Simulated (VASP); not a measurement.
# B5P (P4mm) in VASP: a series of runs

Runs on B5P. Level: PBE. Tasks: single point.

All numbers are computed with VASP 6.6.1; they aren't measurements. Logs are shortened: lines on timing, memory, paths and dates and some standing lists are left out, and cuts for length are marked.

### 1 The cell of the first run

Symmetry: P4mm, No. 99, tetragonal system. Conventional cell: a = 4.279 Å, b = 4.279 Å, c = 4.416 Å, α = 90.00°, β = 90.00°, γ = 90.00°. B (site symmetry 4mm) has 4 B at 1.70 Å and 1 P at 1.89 Å within 2.3 Å. Within 2.2 Å of B (site symmetry m) lie 4 B at 1.67 to 1.85 Å and 1 P at 1.94 Å. Within 2.6 Å of P (site symmetry 4mm) lie 6 B at 1.89 to 2.52 Å.

### 2 Single point, PBE

INCAR

```
PREC = Accurate ; ENCUT = 500
EDIFF = 1E-6 ; ISMEAR = 0
SIGMA = 0.02 ; LREAL = False
LASPH = True ; NELM = 120
ALGO = Normal ; ISIF = 2
LWAVE = False ; LCHARG = True
GGA = PE ; LELF = True
LVHAR = True ; NBANDS = 19
GGA_COMPAT = False
```

KPOINTS

```
Automatic mesh
0
Gamma
  6 6 6
```

POSCAR

```
B5P
1.0
    4.2793511689      0.0000000000      0.0000000000
    0.0000000000      4.2793511689      0.0000000000
    0.0000000000      0.0000000000      4.4158235477
B P
5 1
Direct
    0.5000000000      0.5000000000      0.2092722794
    0.5000000000      0.1945604274      0.4550005604
    0.1945604274      0.5000000000      0.4550005604
    0.5000000000      0.8054395726      0.4550005604
    0.8054395726      0.5000000000      0.4550005604
    0.5000000000      0.5000000000      0.7807254788
```

Potentials or basis: VASP PAW PBE potentials, release 64 (B, P).

Launch:

```sh
$ cat potpaw_PBE.64/B/POTCAR potpaw_PBE.64/P/POTCAR > POTCAR
$ mpirun -np 1 vasp_std > vasp.out
```

OUTCAR:

```text
PREC = Accurate
   ENCUT = 500
   EDIFF = 1E-6
   ISMEAR = 0
   LREAL = False
   LASPH = True
   NELM = 120
   ISIF = 2
   GGA = PE

 ion  position               nearest neighbor table
   1  0.500  0.500  0.209-   2 1.70   3 1.70   4 1.70   5 1.70   6 1.89   6 2.52
   2  0.500  0.195  0.455-   4 1.67   1 1.70   3 1.85   5 1.85   6 1.94
   3  0.195  0.500  0.455-   5 1.67   1 1.70   4 1.85   2 1.85   6 1.94
   4  0.500  0.805  0.455-   2 1.67   1 1.70   3 1.85   5 1.85   6 1.94
   5  0.805  0.500  0.455-   3 1.67   1 1.70   2 1.85   4 1.85   6 1.94
   6  0.500  0.500  0.781-   1 1.89   2 1.94   3 1.94   4 1.94   5 1.94   1 2.52

  LATTYP: Found a simple tetragonal cell.
 ALAT       =     4.2793511689
 C/A-ratio  =     1.0318909043

  Lattice vectors:

 A1 = (   4.2793511689,   0.0000000000,   0.0000000000)
 A2 = (   0.0000000000,   4.2793511689,   0.0000000000)
 A3 = (   0.0000000000,   0.0000000000,   4.4158235477)

Analysis of symmetry for initial positions (statically):
=====================================================================
 Subroutine PRICEL returns:
 Original cell was already a primitive cell.

 Routine SETGRP: Setting up the symmetry group for a
 simple tetragonal supercell.

 Subroutine GETGRP returns: Found  8 space group operations
 (whereof  8 operations were pure point group operations)
 out of a pool of 16 trial point group operations.

The static configuration has the point symmetry C_4v.

Analysis of symmetry for dynamics (positions and initial velocities):
=====================================================================
 Subroutine PRICEL returns:
 Original cell was already a primitive cell.

 Routine SETGRP: Setting up the symmetry group for a
 simple tetragonal supercell.

 Subroutine GETGRP returns: Found  8 space group operations
 (whereof  8 operations were pure point group operations)
 out of a pool of 16 trial point group operations.

The dynamic configuration has the point symmetry C_4v.

 Subroutine INISYM returns: Found  8 space group operations
 (whereof  8 operations are pure point group operations),
 and found     1 'primitive' translations

----------------------------------------------------------------------------------------

                                     Primitive cell

  volume of cell :      80.8663

  direct lattice vectors                    reciprocal lattice vectors
     4.279351169  0.000000000  0.000000000     0.233680285  0.000000000  0.000000000
     0.000000000  4.279351169  0.000000000     0.000000000  0.233680285  0.000000000
     0.000000000  0.000000000  4.415823548     0.000000000  0.000000000  0.226458324

  length of vectors
     4.279351169  4.279351169  4.415823548     0.233680285  0.233680285  0.226458324

  position of ions in fractional coordinates (direct lattice)
     0.500000000  0.500000000  0.209272279
     0.500000000  0.194560427  0.455000560
     0.194560427  0.500000000  0.455000560
     0.500000000  0.805439573  0.455000560
     0.805439573  0.500000000  0.455000560
     0.500000000  0.500000000  0.780725479

  ion indices of the primitive-cell ions
   primitive index   ion index
                 1           1
                 2           2
                 3           3
                 4           4
                 5           5
                 6           6

----------------------------------------------------------------------------------------

 KPOINTS: Automatic mesh

Automatic generation of k-mesh.
 Grid dimensions read from file:
 generate k-points for:    6    6    6

 Generating k-lattice:

  Cartesian coordinates                     Fractional coordinates (reciprocal lattice)
     0.038946714  0.000000000  0.000000000     0.166666667  0.000000000  0.000000000
     0.000000000  0.038946714  0.000000000     0.000000000  0.166666667  0.000000000
     0.000000000  0.000000000  0.037743054     0.000000000  0.000000000  0.166666667

  Length of vectors
     0.038946714  0.038946714  0.037743054

  Shift w.r.t. Gamma in fractional coordinates (k-lattice)
     0.000000000  0.000000000  0.000000000

 Subroutine IBZKPT returns following result:
 ===========================================

 Found     40 irreducible k-points:

 Following reciprocal coordinates:
            Coordinates               Weight
  0.000000  0.000000  0.000000      1.000000
  0.166667  0.000000  0.000000      4.000000
  0.333333  0.000000  0.000000      4.000000
  0.500000  0.000000  0.000000      2.000000
  0.166667  0.166667  0.000000      4.000000
  0.333333  0.166667  0.000000      8.000000
[... 16 lines left out ...]
  0.333333  0.000000  0.333333      8.000000
  0.500000  0.000000  0.333333      4.000000
 [... further k-points ...]
   k-points           NKPTS =     40   k-points in BZ     NKDIM =     40   number of bands    NBANDS=     19
   number of dos      NEDOS =    301   number of ions     NIONS =      6
   total plane-waves  NPLWV =  32768
   dimension x,y,z NGX =    32 NGY =   32 NGZ =   32
   dimension x,y,z NGXF=    64 NGYF=   64 NGZF=   64
   ions per type =               5   1
   NGX,Y,Z   is equivalent  to a cutoff of  12.43, 12.43, 12.05 a.u.
   NGXF,Y,Z  is equivalent  to a cutoff of  24.86, 24.86, 24.09 a.u.
 SYSTEM =  unknown system
   PREC   = accura    normal or accurate (medium, high low for compatibility)
   ISTART =      0    job   : 0-new  1-cont  2-samecut
   ICHARG =      2    charge: 1-file 2-atom 10-const
   ISPIN  =      1    spin polarized calculation?
   LNONCOLLINEAR =      F non collinear calculations
   LSORBIT =      F    spin-orbit coupling
   LASPH  =      T    aspherical Exc in radial PAW
   ENCUT  =  500.0 eV  36.75 Ry    6.06 a.u.   7.80  7.80  8.05*2*pi/ulx,y,z
   NELM   =    120;   NELMIN=  2; NELMDL= -5     # of ELM steps
   EDIFF  = 0.1E-05   stopping-criterion for ELM
   LREAL  =      F    real-space projection
   EDIFFG = 0.1E-04   stopping-criterion for IOM
   NSW    =      0    number of steps for IOM
   IBRION =     -1    ionic relax: 0-MD 1-quasi-New 2-CG
   NFREE  =      0    steps in history (QN), initial steepest desc. (CG)
   ISIF   =      2    stress and relaxation
   ISYM   =      2    0-nonsym 1-usesym 2-fastsym
   POTIM  = 0.5000    time-step for ionic-motion
   TEBEG  =    0.0;   TEEND  =   0.0 temperature during run
   PSTRESS=    0.0 pullay stress
   NELECT =      20.0000    total number of electrons
   NUPDOWN=      -1.0000    fix difference up-down
   EMIN   =  10.00;   EMAX   =-10.00  energy-range for DOS
   EFERMI =   0.00;   METHOD = LEGACY
   ISMEAR =     0;   SIGMA  =   0.02  broadening in eV -4-tet -1-fermi 0-gaus
   EFERMI_NEDOS =   21; number of points for ismear=-14 and -15
   IALGO  =     38    algorithm
   IMIX   =      4    mixing-type and parameters
     AMIX     =   0.40;   BMIX     =  1.00
     AMIX_MAG =   1.60;   BMIX_MAG =  1.00
  volume/ion in A,a.u.               =      13.48        90.95
  Fermi-wavevector in a.u.,A,eV,Ry     =   1.027612  1.941904 14.367555  1.055985
  Thomas-Fermi vector in A             =   2.161565
   LORBIT       =      0    0 simple, 1 ext, 2 COOP (PROOUT), +10 PAW based schemes
   GGA     = PE    functional components
   LHFCALC =     F    Hartree Fock is set to
   AEXX    =    0.0000 exact exchange contribution
   IVDW    =     0    specifies the selected vdW correction
   LEPSILON=     F    determine dielectric tensor
   LRPA    =     F    only Hartree local field effects (RPA)
 non-spin polarized calculation
 Gauss-broadening in eV      SIGMA  =   0.02
  energy-cutoff  :      500.00
  volume of cell :       80.87
 maximum number of plane-waves:      2080
 NGX is ok and might be reduce to    32
   NGX = 15   NGY = 15   NGZ = 17

 number of electron      19.9999999 magnetization

 Free energy of the ion-electron system (eV)
  ---------------------------------------------------
  ext. energy  EPLUGINS =         0.00000000
  ---------------------------------------------------
  free energy    TOTEN  =       -38.28176260 eV

  energy without entropy =      -38.28176260  energy(sigma->0) =      -38.28176260

 E-fermi :   2.7212     XC(G=0):  -8.6329

 val. band max:        2.6360631447   @ k =   0.0000   0.0000   0.5000
 cond. band min:       3.5101694213   @ k =   0.5000   0.0000   0.0000
 fundamental gap:      0.8741062767
 Fermi energy:         2.7212034490

 k-point     1 :       0.0000    0.0000    0.0000
  band No.  band energies     occupation
      1     -13.1569      2.00000
      2      -6.3255      2.00000
      3      -5.0869      2.00000
      4      -4.7632      2.00000
      5      -4.7632      2.00000
      6      -3.3727      2.00000
[... 11 lines left out ...]
     18      10.1890      0.00000
     19      11.0744      0.00000

 k-point     2 :       0.1667    0.0000    0.0000
  band No.  band energies     occupation
      1     -13.1136      2.00000
      2      -6.2922      2.00000
      3      -5.5693      2.00000
      4      -4.9804      2.00000
      5      -4.6851      2.00000
      6      -3.0481      2.00000
[... 11 lines left out ...]
     18      10.2817      0.00000
     19      11.4200      0.00000

 k-point     3 :       0.3333    0.0000    0.0000
  band No.  band energies     occupation
      1     -13.0223      2.00000
      2      -6.4186      2.00000
      3      -6.2236      2.00000
      4      -4.8317      2.00000
      5      -4.5125      2.00000
      6      -2.9277      2.00000
[... 11 lines left out ...]
     18      10.7484      0.00000
     19      11.9971      0.00000

 k-point     4 :       0.5000    0.0000    0.0000
  band No.  band energies     occupation
      1     -12.9741      2.00000
      2      -6.7392      2.00000
      3      -6.1907      2.00000
      4      -4.7407      2.00000
      5      -4.4159      2.00000
      6      -2.8907      2.00000
[... 407 lines left out ...]
     18      11.5578      0.00000
     19      12.0036      0.00000

 k-point    23 :       0.3333    0.0000    0.3333
  band No.  band energies     occupation
      1     -12.7592      2.00000
      2      -8.2872      2.00000
      3      -6.1459      2.00000
      4      -4.1851      2.00000
      5      -2.9349      2.00000
      6      -1.8998      2.00000
[... 11 lines left out ...]
     18      10.6521      0.00000
     19      11.1624      0.00000

 k-point    24 :       0.5000    0.0000    0.3333
  band No.  band energies     occupation
      1     -12.7133      2.00000
      2      -8.2272      2.00000
      3      -6.4677      2.00000
      4      -4.0807      2.00000
      5      -2.8974      2.00000
      6      -2.0647      2.00000
[... 11 lines left out ...]
     18      10.7127      0.00000
     19      11.8304      0.00000

 [... further k-points ...]

------------------------ aborting loop because EDIFF is reached ----------------------------------------

  FORCE on cell =-STRESS in cart. coord.  units (eV):
  Direction    XX          YY          ZZ          XY          YZ          ZX
  --------------------------------------------------------------------------------------
  -------------------------------------------------------------------------------------
  Total       -0.0077074     -0.0077074     -0.1031505      0.0000000     -0.0000000      0.0000000
  in kB       -0.1527033     -0.1527033     -2.0436866      0.0000000     -0.0000000      0.0000000
  external PRESSURE =      -0.7830311 kB  Pullay stress =       0.0000000 kB

 VOLUME and BASIS-vectors are now :
 -----------------------------------------------------------------------------
  energy-cutoff  :      500.00
  volume of cell :       80.87
      direct lattice vectors                 reciprocal lattice vectors
     4.279351169  0.000000000  0.000000000     0.233680285  0.000000000  0.000000000
     0.000000000  4.279351169  0.000000000     0.000000000  0.233680285  0.000000000
     0.000000000  0.000000000  4.415823548     0.000000000  0.000000000  0.226458324

 POSITION                                       TOTAL-FORCE (eV/Angst)
 -----------------------------------------------------------------------------------
      2.13968      2.13968      0.92411        -0.000000     -0.000000     -0.034473
      2.13968      0.83259      2.00920        -0.000000     -0.011855      0.014705
      0.83259      2.13968      2.00920        -0.011855      0.000000      0.014705
      2.13968      3.44676      2.00920        -0.000000      0.011855      0.014705
      3.44676      2.13968      2.00920         0.011855      0.000000      0.014705
      2.13968      2.13968      3.44755        -0.000000      0.000000     -0.024345
 -----------------------------------------------------------------------------------
    total drift:                                0.000000     -0.000000      0.000021

  FREE ENERGIE OF THE ION-ELECTRON SYSTEM (eV)
  ---------------------------------------------------
  free  energy   TOTEN  =       -38.2817625966 eV

  energy  without entropy=      -38.2817625966  energy(sigma->0) =      -38.28176260
```

Wall time 49 s (1 thread of Intel Xeon 8259CL, shared host); peak memory 0.19 GiB.

Results:

```yaml
Free_energy: -38.2818 eV
Pressure: -0.1 GPa
Largest_force: 0.034 eV/Å
Band_gap_on_the_k_mesh: 0.87 eV (least direct gap 1.09 eV)
```

Forces in eV/Å, atoms in the order of the input:
```
B    0.000  0.000 -0.034
B    0.000 -0.012  0.015
B   -0.012  0.000  0.015
B    0.000  0.012  0.015
B    0.012  0.000  0.015
P    0.000  0.000 -0.024
```

A k mesh can miss the band edges.

### 3 Single point, PBE

INCAR

```
SYSTEM = B5P
PREC = Accurate
ENCUT = 500
EDIFF = 1E-6
ISMEAR = 0
SIGMA = 0.01
LREAL = .FALSE.
LASPH = .TRUE.
NELM = 120
ALGO = Normal
ISIF = 2
LWAVE = .FALSE.
LCHARG = .TRUE.
GGA = PE
LELF = .TRUE.
LVHAR = .TRUE.
NBANDS = 19
GGA_COMPAT = .FALSE.
```

KPOINTS

```
Automatic mesh
0
G
  6 6 6
  0 0 0
```

POSCAR

```
B5P
1.0
    4.2793973240      0.0000000000      0.0000000000
    0.0000000000      4.2793973240      0.0000000000
    0.0000000000      0.0000000000      4.4158175162
B P
5 1
Direct
    0.5000000000      0.5000000000      0.2092748192
    0.5000000000      0.1945620529      0.4549992366
    0.1945620529      0.5000000000      0.4549992366
    0.5000000000      0.8054379471      0.4549992366
    0.8054379471      0.5000000000      0.4549992366
    0.5000000000      0.5000000000      0.7807282342
```

Potentials or basis: VASP PAW PBE potentials, release 64 (B, P).

Launch:

```sh
$ cat potpaw_PBE.64/B/POTCAR potpaw_PBE.64/P/POTCAR > POTCAR
$ mpirun -np 1 vasp_std > vasp.out
```

OUTCAR:

```text
SYSTEM = B5P
   PREC = Accurate
   ENCUT = 500
   EDIFF = 1E-6
   ISMEAR = 0
   LREAL = .FALSE.
   LASPH = .TRUE.
   NELM = 120
   ISIF = 2
   GGA = PE

 ion  position               nearest neighbor table
   1  0.500  0.500  0.209-   2 1.70   3 1.70   4 1.70   5 1.70   6 1.89   6 2.52
   2  0.500  0.195  0.455-   4 1.67   1 1.70   3 1.85   5 1.85   6 1.94
   3  0.195  0.500  0.455-   5 1.67   1 1.70   4 1.85   2 1.85   6 1.94
   4  0.500  0.805  0.455-   2 1.67   1 1.70   3 1.85   5 1.85   6 1.94
   5  0.805  0.500  0.455-   3 1.67   1 1.70   2 1.85   4 1.85   6 1.94
   6  0.500  0.500  0.781-   1 1.89   2 1.94   3 1.94   4 1.94   5 1.94   1 2.52

[... 736 lines left out ...]
  Total       -0.0094757     -0.0094757     -0.1030001      0.0000000      0.0000000      0.0000000
  in kB       -0.1877356     -0.1877356     -2.0406658      0.0000000      0.0000000      0.0000000
  external PRESSURE =      -0.8053790 kB  Pullay stress =       0.0000000 kB

 VOLUME and BASIS-vectors are now :
 -----------------------------------------------------------------------------
  energy-cutoff  :      500.00
  volume of cell :       80.87
      direct lattice vectors                 reciprocal lattice vectors
     4.279397324  0.000000000  0.000000000     0.233677764  0.000000000  0.000000000
     0.000000000  4.279397324  0.000000000     0.000000000  0.233677764  0.000000000
     0.000000000  0.000000000  4.415817516     0.000000000  0.000000000  0.226458633

 POSITION                                       TOTAL-FORCE (eV/Angst)
 -----------------------------------------------------------------------------------
      2.13970      2.13970      0.92412         0.000000     -0.000000     -0.034769
      2.13970      0.83261      2.00919        -0.000000     -0.012254      0.014899
      0.83261      2.13970      2.00919        -0.012254     -0.000000      0.014899
      2.13970      3.44679      2.00919         0.000000      0.012254      0.014899
      3.44679      2.13970      2.00919         0.012254      0.000000      0.014899
      2.13970      2.13970      3.44755         0.000000     -0.000000     -0.024829
 -----------------------------------------------------------------------------------
    total drift:                                0.000000     -0.000000     -0.000020

  FREE ENERGIE OF THE ION-ELECTRON SYSTEM (eV)
  ---------------------------------------------------
  free  energy   TOTEN  =       -38.2817622271 eV

  energy  without entropy=      -38.2817622271  energy(sigma->0) =      -38.28176223
```

It took 44 s on 1 thread of Intel Xeon 8259CL, shared host; peak memory 0.19 GiB.

Results:

- Free energy: -38.2818 eV
- Pressure: -0.1 GPa
- Largest force: 0.035 eV/Å
- Band gap on the k mesh: 0.87 eV (least direct gap 1.09 eV)

Forces on the atoms (eV/Å):
```
B    0.000  0.000 -0.035
B    0.000 -0.012  0.015
B   -0.012  0.000  0.015
B    0.000  0.012  0.015
B    0.012  0.000  0.015
P    0.000  0.000 -0.025
```

Levels at points of the mesh, in eV from the valence-band top:
| k point | band 6 | band 7 | band 8 | band 9 | band 10 | band 11 | band 12 | band 13 | band 14 | band 15 |
| --- | --- | --- | --- | --- | --- | --- | --- | --- | --- | --- |
| (0.00, 0.00, 0.00) | -6.01 | -5.22 | -1.49 | -1.49 | -0.10 | 1.90 | 1.90 | 2.07 | 5.28 | 5.35 |
| (0.50, 0.00, 0.00) | -5.53 | -3.27 | -2.43 | -2.11 | -1.41 | 0.87 | 2.72 | 3.42 | 3.58 | 6.07 |
| (0.50, 0.50, 0.00) | -3.92 | -3.18 | -3.18 | -2.31 | -2.31 | 1.68 | 1.68 | 5.85 | 6.13 | 6.94 |
| (0.00, 0.00, 0.50) | -5.08 | -3.51 | -3.43 | -3.43 | 0.00 | 1.09 | 2.48 | 3.87 | 4.03 | 4.03 |
| (0.50, 0.00, 0.50) | -5.06 | -3.33 | -3.23 | -2.25 | -2.00 | 2.12 | 3.03 | 3.03 | 5.28 | 6.71 |
| (0.50, 0.50, 0.50) | -4.92 | -3.75 | -2.88 | -2.07 | -2.07 | 2.52 | 4.52 | 5.32 | 5.32 | 5.86 |

A k mesh can miss the band edges.

[end of part 1 of 2]
